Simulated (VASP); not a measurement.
# GaB5 (P6/mmm) in VASP: further runs

Runs on GaB5. Level: PBE. Tasks: single point, relaxation of cell and atoms.

Everything below comes from runs of VASP 6.6.1. Logs are shortened: lines on timing, memory, paths and dates and some standing lists are left out, and cuts for length are marked.

**1. The cell of the first run**

It takes space group P6/mmm (No. 191, hexagonal). The conventional cell has a = 3.672 Å, b = 3.672 Å, c = 4.301 Å, α = 90.00°, β = 90.00°, γ = 120.00°. Ga (site symmetry 6/mmm) has 8 B at 2.12 to 2.15 Å within 2.8 Å. Within 2.8 Å of B (site symmetry -6m2) lie 8 B at 2.12 to 2.15 Å. B (site symmetry -6m2) has 5 B at 2.12 to 2.15 Å and 3 Ga at 2.12 Å within 2.8 Å. B (site symmetry 6/mmm) has 6 B at 2.12 Å and 2 Ga at 2.15 Å within 2.8 Å.

The cell was built from a structure type or drawn by symmetry, and may not be a known phase.

**2. Single point, PBE**

Contents of INCAR:

```
SYSTEM = GaB5
PREC = Accurate
ENCUT = 500
EDIFF = 1E-6
ISMEAR = 0
SIGMA = 0.1
LREAL = .FALSE.
LASPH = .TRUE.
NELM = 120
ALGO = Normal
ISIF = 2
LWAVE = .FALSE.
LCHARG = .FALSE.
GGA = PE
NBANDS = 23
GGA_COMPAT = .FALSE.
```

Contents of KPOINTS:

```
regular mesh
0
G
  6 6 4
  0 0 0
```

Contents of POSCAR:

```
GaB5
1.0
    3.6719709076      0.0000000000      0.0000000000
   -1.8359854538      3.1800200879      0.0000000000
    0.0000000000      0.0000000000      4.3011145324
Ga B
1 5
Direct
    0.0000000000      0.0000000000      0.0000000000
    0.3333333333      0.6666666667      0.5000000000
    0.6666666667      0.3333333333      0.5000000000
    0.3333333333      0.6666666667      0.0000000000
    0.6666666667      0.3333333333      0.0000000000
    0.0000000000      0.0000000000      0.5000000000
```

Potentials or basis: VASP PAW PBE potentials, release 64 (Ga_d, B).

Launch:

```bash
$ cat potpaw_PBE.64/Ga_d/POTCAR potpaw_PBE.64/B/POTCAR > POTCAR
$ mpirun -np 1 vasp_std > vasp.out
```

OUTCAR:

```text
SYSTEM = GaB5
   PREC = Accurate
   ENCUT = 500
   EDIFF = 1E-6
   ISMEAR = 0
   LREAL = .FALSE.
   LASPH = .TRUE.
   NELM = 120
   ISIF = 2
   GGA = PE

 ion  position               nearest neighbor table
   1  0.000  0.000  0.000-   4 2.12   5 2.12   4 2.12   5 2.12   5 2.12   4 2.12   6 2.15   6 2.15

   2  0.333  0.667  0.500-   3 2.12   6 2.12   3 2.12   6 2.12   6 2.12   3 2.12   4 2.15   4 2.15

   3  0.667  0.333  0.500-   2 2.12   6 2.12   2 2.12   6 2.12   6 2.12   2 2.12   5 2.15   5 2.15

   4  0.333  0.667  0.000-   5 2.12   1 2.12   5 2.12   1 2.12   1 2.12   5 2.12   2 2.15   2 2.15

   5  0.667  0.333  0.000-   4 2.12   1 2.12   4 2.12   1 2.12   1 2.12   4 2.12   3 2.15   3 2.15

   6  0.000  0.000  0.500-   2 2.12   3 2.12   2 2.12   3 2.12   3 2.12   2 2.12   1 2.15   1 2.15

  LATTYP: Found a hexagonal cell.
 ALAT       =     3.6719709076
 C/A-ratio  =     1.1713367673

  Lattice vectors:

 A1 = (   3.6719709076,   0.0000000000,   0.0000000000)
 A2 = (  -1.8359854538,   3.1800200879,   0.0000000000)
 A3 = (   0.0000000000,   0.0000000000,   4.3011145324)

Analysis of symmetry for initial positions (statically):
=====================================================================
 Subroutine PRICEL returns:
 Original cell was already a primitive cell.

 Routine SETGRP: Setting up the symmetry group for a
 hexagonal supercell.

 Subroutine GETGRP returns: Found 24 space group operations
 (whereof 24 operations were pure point group operations)
 out of a pool of 24 trial point group operations.

The static configuration has the point symmetry D_6h.

Analysis of symmetry for dynamics (positions and initial velocities):
=====================================================================
 Subroutine PRICEL returns:
 Original cell was already a primitive cell.

 Routine SETGRP: Setting up the symmetry group for a
 hexagonal supercell.

 Subroutine GETGRP returns: Found 24 space group operations
 (whereof 24 operations were pure point group operations)
 out of a pool of 24 trial point group operations.

The dynamic configuration has the point symmetry D_6h.

 Subroutine INISYM returns: Found 24 space group operations
 (whereof 24 operations are pure point group operations),
 and found     1 'primitive' translations

----------------------------------------------------------------------------------------

                                     Primitive cell

  volume of cell :      50.2239

  direct lattice vectors                    reciprocal lattice vectors
     3.671970908  0.000000000  0.000000000     0.272333312  0.157231711  0.000000000
    -1.835985454  3.180020088  0.000000000     0.000000000  0.314463422  0.000000000
     0.000000000  0.000000000  4.301114532     0.000000000  0.000000000  0.232497878

  length of vectors
     3.671970908  3.671970908  4.301114532     0.314463422  0.314463422  0.232497878

  position of ions in fractional coordinates (direct lattice)
     0.000000000  0.000000000  0.000000000
     0.333333333  0.666666667  0.500000000
     0.666666667  0.333333333  0.500000000
     0.333333333  0.666666667  0.000000000
     0.666666667  0.333333333  0.000000000
     0.000000000  0.000000000  0.500000000

  ion indices of the primitive-cell ions
   primitive index   ion index
                 1           1
                 2           2
                 3           3
                 4           4
                 5           5
                 6           6

----------------------------------------------------------------------------------------

 KPOINTS: regular mesh

Automatic generation of k-mesh.
 Grid dimensions read from file:
 generate k-points for:    6    6    4

 Generating k-lattice:

  Cartesian coordinates                     Fractional coordinates (reciprocal lattice)
     0.045388885  0.026205285  0.000000000     0.166666667  0.000000000  0.000000000
     0.000000000  0.052410570  0.000000000     0.000000000  0.166666667  0.000000000
     0.000000000  0.000000000  0.058124469     0.000000000  0.000000000  0.250000000

  Length of vectors
     0.052410570  0.052410570  0.058124469

  Shift w.r.t. Gamma in fractional coordinates (k-lattice)
     0.000000000  0.000000000  0.000000000

 Subroutine IBZKPT returns following result:
 ===========================================

 Found     21 irreducible k-points:

 Following reciprocal coordinates:
            Coordinates               Weight
  0.000000  0.000000  0.000000      1.000000
  0.166667  0.000000  0.000000      6.000000
  0.333333  0.000000  0.000000      6.000000
  0.500000  0.000000  0.000000      3.000000
  0.166667  0.166667  0.000000      6.000000
  0.333333  0.166667  0.000000     12.000000
[... 13 lines left out ...]
  0.333333  0.166667  0.500000     12.000000
  0.333333  0.333333  0.500000      2.000000
   k-points           NKPTS =     21   k-points in BZ     NKDIM =     21   number of bands    NBANDS=     23
   number of dos      NEDOS =    301   number of ions     NIONS =      6
   total plane-waves  NPLWV =  25088
   dimension x,y,z NGX =    28 NGY =   28 NGZ =   32
   dimension x,y,z NGXF=    56 NGYF=   56 NGZF=   64
   ions per type =               1   5
   NGX,Y,Z   is equivalent  to a cutoff of  12.68, 12.68, 12.37 a.u.
   NGXF,Y,Z  is equivalent  to a cutoff of  25.35, 25.35, 24.74 a.u.
 SYSTEM =  GaB5
   PREC   = accura    normal or accurate (medium, high low for compatibility)
   ISTART =      0    job   : 0-new  1-cont  2-samecut
   ICHARG =      2    charge: 1-file 2-atom 10-const
   ISPIN  =      1    spin polarized calculation?
   LNONCOLLINEAR =      F non collinear calculations
   LSORBIT =      F    spin-orbit coupling
   LASPH  =      T    aspherical Exc in radial PAW
   ENCUT  =  500.0 eV  36.75 Ry    6.06 a.u.   6.69  6.69  7.84*2*pi/ulx,y,z
   NELM   =    120;   NELMIN=  2; NELMDL= -5     # of ELM steps
   EDIFF  = 0.1E-05   stopping-criterion for ELM
   LREAL  =      F    real-space projection
   EDIFFG = 0.1E-04   stopping-criterion for IOM
   NSW    =      0    number of steps for IOM
   IBRION =     -1    ionic relax: 0-MD 1-quasi-New 2-CG
   NFREE  =      0    steps in history (QN), initial steepest desc. (CG)
   ISIF   =      2    stress and relaxation
   ISYM   =      2    0-nonsym 1-usesym 2-fastsym
   POTIM  = 0.5000    time-step for ionic-motion
   TEBEG  =    0.0;   TEEND  =   0.0 temperature during run
   PSTRESS=    0.0 pullay stress
   NELECT =      28.0000    total number of electrons
   NUPDOWN=      -1.0000    fix difference up-down
   EMIN   =  10.00;   EMAX   =-10.00  energy-range for DOS
   EFERMI =   0.00;   METHOD = LEGACY
   ISMEAR =     0;   SIGMA  =   0.10  broadening in eV -4-tet -1-fermi 0-gaus
   EFERMI_NEDOS =   21; number of points for ismear=-14 and -15
   IALGO  =     38    algorithm
   IMIX   =      4    mixing-type and parameters
     AMIX     =   0.40;   BMIX     =  1.00
     AMIX_MAG =   1.60;   BMIX_MAG =  1.00
  volume/ion in A,a.u.               =       8.37        56.49
  Fermi-wavevector in a.u.,A,eV,Ry     =   1.347382  2.546183 24.700545  1.815439
  Thomas-Fermi vector in A             =   2.475137
   LORBIT       =      0    0 simple, 1 ext, 2 COOP (PROOUT), +10 PAW based schemes
   GGA     = PE    functional components
   LHFCALC =     F    Hartree Fock is set to
   AEXX    =    0.0000 exact exchange contribution
   IVDW    =     0    specifies the selected vdW correction
   LEPSILON=     F    determine dielectric tensor
   LRPA    =     F    only Hartree local field effects (RPA)
 non-spin polarized calculation
 Gauss-broadening in eV      SIGMA  =   0.10
  energy-cutoff  :      500.00
  volume of cell :       50.22
 maximum number of plane-waves:      1296
 NGX is ok and might be reduce to    28
   NGX = 13   NGY = 13   NGZ = 15

 number of electron      28.0000010 magnetization

 Free energy of the ion-electron system (eV)
  ---------------------------------------------------
  ext. energy  EPLUGINS =         0.00000000
  ---------------------------------------------------
  free energy    TOTEN  =       -27.64437990 eV

  energy without entropy =      -27.62649389  energy(sigma->0) =      -27.63543690

 E-fermi :   7.1635     XC(G=0): -12.2489

 val. band max:        7.1294402247   @ k =   0.0000   0.0000   0.2500
 cond. band min:       7.1750432793   @ k =   0.1667   0.1667   0.5000
 fundamental gap:      0.0456030546
 Fermi energy:         7.1634968345

 k-point     1 :       0.0000    0.0000    0.0000
  band No.  band energies     occupation
      1      -8.1110      2.00000
      2      -7.9397      2.00000
      3      -7.9397      2.00000
      4      -7.7009      2.00000
      5      -7.6549      2.00000
      6      -7.6549      2.00000
[... 15 lines left out ...]
     22      16.0014      0.00000
     23      16.6318      0.00000

 k-point     2 :       0.1667    0.0000    0.0000
  band No.  band energies     occupation
      1      -8.0271      2.00000
      2      -7.9347      2.00000
      3      -7.9006      2.00000
      4      -7.6727      2.00000
      5      -7.6573      2.00000
      6      -7.4120      2.00000
[... 15 lines left out ...]
     22      16.1724      0.00000
     23      16.5750      0.00000

 k-point     3 :       0.3333    0.0000    0.0000
  band No.  band energies     occupation
      1      -8.0002      2.00000
      2      -7.8928      2.00000
      3      -7.8194      2.00000
      4      -7.7062      2.00000
      5      -7.6622      2.00000
      6      -6.3635      2.00000
[... 15 lines left out ...]
     22      16.1345      0.00000
     23      16.5500      0.00000

 k-point     4 :       0.5000    0.0000    0.0000
  band No.  band energies     occupation
      1      -8.0049      2.00000
      2      -7.8681      2.00000
      3      -7.7770      2.00000
      4      -7.7220      2.00000
      5      -7.6646      2.00000
      6      -4.5884      2.00000
[... 15 lines left out ...]
     22      15.9343      0.00000
     23      16.7901      0.00000

 k-point     5 :       0.1667    0.1667    0.0000
  band No.  band energies     occupation
      1      -7.9670      2.00000
      2      -7.9322      2.00000
      3      -7.8468      2.00000
      4      -7.6946      2.00000
      5      -7.6644      2.00000
      6      -6.7207      2.00000
[... 15 lines left out ...]
     22      16.4892      0.00000
     23      16.7999      0.00000

 k-point     6 :       0.3333    0.1667    0.0000
  band No.  band energies     occupation
      1      -7.9584      2.00000
      2      -7.8826      2.00000
      3      -7.8086      2.00000
      4      -7.7124      2.00000
      5      -7.6740      2.00000
      6      -5.2897      2.00000
[... 15 lines left out ...]
     22      16.6200      0.00000
     23      17.2727      0.00000

 k-point     7 :       0.3333    0.3333    0.0000
  band No.  band energies     occupation
      1      -7.8972      2.00000
      2      -7.8601      2.00000
      3      -7.8601      2.00000
      4      -7.6976      2.00000
      5      -7.6976      2.00000
      6      -3.6745      2.00000
[... 275 lines left out ...]
     22      15.4852      0.00000
     23      15.7015      0.00000

 k-point    18 :       0.5000    0.0000    0.5000
  band No.  band energies     occupation
      1      -8.0013      2.00000
      2      -7.8288      2.00000
      3      -7.7765      2.00000
      4      -7.7758      2.00000
      5      -7.6834      2.00000
      6      -3.0195      2.00000
[... 15 lines left out ...]
     22      15.5602      0.00000
     23      15.5998      0.00000

 k-point    19 :       0.1667    0.1667    0.5000
  band No.  band energies     occupation
      1      -7.9628      2.00000
      2      -7.9270      2.00000
      3      -7.8321      2.00000
      4      -7.7390      2.00000
      5      -7.6828      2.00000
      6      -5.1240      2.00000
[... 15 lines left out ...]
     22      15.6998      0.00000
     23      15.9492      0.00000

 k-point    20 :       0.3333    0.1667    0.5000
  band No.  band energies     occupation
      1      -7.9524      2.00000
      2      -7.8585      2.00000
      3      -7.7975      2.00000
      4      -7.7612      2.00000
      5      -7.6979      2.00000
      6      -3.7135      2.00000
[... 15 lines left out ...]
     22      15.6620      0.00000
     23      15.9798      0.00000

 k-point    21 :       0.3333    0.3333    0.5000
  band No.  band energies     occupation
      1      -7.8687      2.00000
      2      -7.8528      2.00000
      3      -7.8528      2.00000
      4      -7.7350      2.00000
      5      -7.7350      2.00000
      6      -2.0016      2.00000
[... 15 lines left out ...]
     22      15.5181      0.00000
     23      15.6968      0.00000

------------------------ aborting loop because EDIFF is reached ----------------------------------------

  FORCE on cell =-STRESS in cart. coord.  units (eV):
  Direction    XX          YY          ZZ          XY          YZ          ZX
  --------------------------------------------------------------------------------------
  -------------------------------------------------------------------------------------
  Total        0.0126888      0.0126888     -0.0256146      0.0000000     -0.0000000      0.0000000
  in kB        0.4047814      0.4047814     -0.8171238      0.0000000     -0.0000000      0.0000000
  external PRESSURE =      -0.0025204 kB  Pullay stress =       0.0000000 kB

 VOLUME and BASIS-vectors are now :
 -----------------------------------------------------------------------------
  energy-cutoff  :      500.00
  volume of cell :       50.22
      direct lattice vectors                 reciprocal lattice vectors
     3.671970908  0.000000000  0.000000000     0.272333312  0.157231711  0.000000000
    -1.835985454  3.180020088  0.000000000     0.000000000  0.314463422  0.000000000
     0.000000000  0.000000000  4.301114532     0.000000000  0.000000000  0.232497878

 POSITION                                       TOTAL-FORCE (eV/Angst)
 -----------------------------------------------------------------------------------
      0.00000      0.00000      0.00000         0.000000      0.000000     -0.000000
     -0.00000      2.12001      2.15056         0.000000      0.000000     -0.000000
      1.83599      1.06001      2.15056         0.000000      0.000000     -0.000000
     -0.00000      2.12001      0.00000         0.000000     -0.000000     -0.000000
      1.83599      1.06001      0.00000        -0.000000      0.000000      0.000000
      0.00000      0.00000      2.15056         0.000000      0.000000     -0.000000
 -----------------------------------------------------------------------------------
    total drift:                               -0.000000      0.000000      0.000000

  FREE ENERGIE OF THE ION-ELECTRON SYSTEM (eV)
  ---------------------------------------------------
  free  energy   TOTEN  =       -27.6443798971 eV

  energy  without entropy=      -27.6264938941  energy(sigma->0) =      -27.63543690
```

Run time: 41 s. Hardware: 1 thread of Intel Xeon 8259CL, shared host; peak memory 0.17 GiB.

What came out:

```
Free energy            : -27.6444 eV
Pressure               : 0.0 GPa
Band gap on the k mesh : zero (bands 14 and 15 overlap by 3.31 eV)
```

Caveat: the k points lie up to 0.37 Å⁻¹ apart, too coarse for converged energies and pressures of a metal.

(Part 1 of 2 ends here.)
